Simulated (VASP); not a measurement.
Al2Cu: single point with PBE

The system is Al2Cu.

```
Al Cu
1.0
    -2.93535    2.93535    2.34365
     2.93535   -2.93535    2.34365
     2.93535    2.93535   -2.34365
Al Cu
4 2
Direct
  0.15872 0.65872 0.81744
  0.65872 0.84128 0.50000
  0.84128 0.34128 0.18256
  0.34128 0.15872 0.50000
  0.75000 0.75000 0.00000
  0.25000 0.25000 0.00000
```

```json
{
 "Program": "VASP 6.6.1",
 "Task": "single point",
 "Functional": "PBE",
 "Potentials or basis": "VASP PAW PBE potentials, release 64 (Al, Cu)",
 "Cutoff": "520 eV",
 "k mesh": "10 × 10 × 10",
 "Occupations": "gaussian, width 0.15 eV",
 "Spin": "no spin polarisation",
 "Dipole correction": "no",
 "Further INCAR settings": "ALGO = Fast; EDIFF = 1e-06; NBANDS = 26"
}
```

```json
{
 "Pressure": "12.9 GPa",
 "Largest force": "0.117 eV/Å",
 "Band gap on the k mesh": "zero (band 17 reaches 11.92 eV, above the bottom of band 18 at 7.19 eV)"
}
```

Forces on the atoms (eV/Å):
```
Al  -0.083 -0.083  0.000
Al   0.083 -0.083  0.000
Al   0.083  0.083  0.000
Al  -0.083  0.083  0.000
Cu   0.000  0.000  0.000
Cu   0.000  0.000  0.000
```

Stress tensor (GPa, compression positive):
```
12.29  0.00  0.00
 0.00 12.29  0.00
 0.00  0.00 14.18
```

Levels at points of the mesh, in eV from the Fermi level:
| k point | band 15 | band 16 | band 17 | band 18 | band 19 | band 20 |
| --- | --- | --- | --- | --- | --- | --- |
| (0.00, 0.00, 0.00) | -1.50 | -1.38 | -1.38 | -0.97 | -0.07 | 0.01 |
| (0.50, 0.00, 0.00) | -2.80 | -2.80 | 0.20 | 0.20 | 4.23 | 4.23 |
| (0.50, 0.50, 0.00) | -1.71 | -1.51 | -0.80 | -0.65 | 0.81 | 1.34 |
| (0.50, 0.50, 0.50) | -3.49 | -1.91 | 2.75 | 2.97 | 2.97 | 3.48 |

It took 4 min on 1 thread of Intel Xeon 6975P-C, on a shared host, peak memory 0.33 GiB.
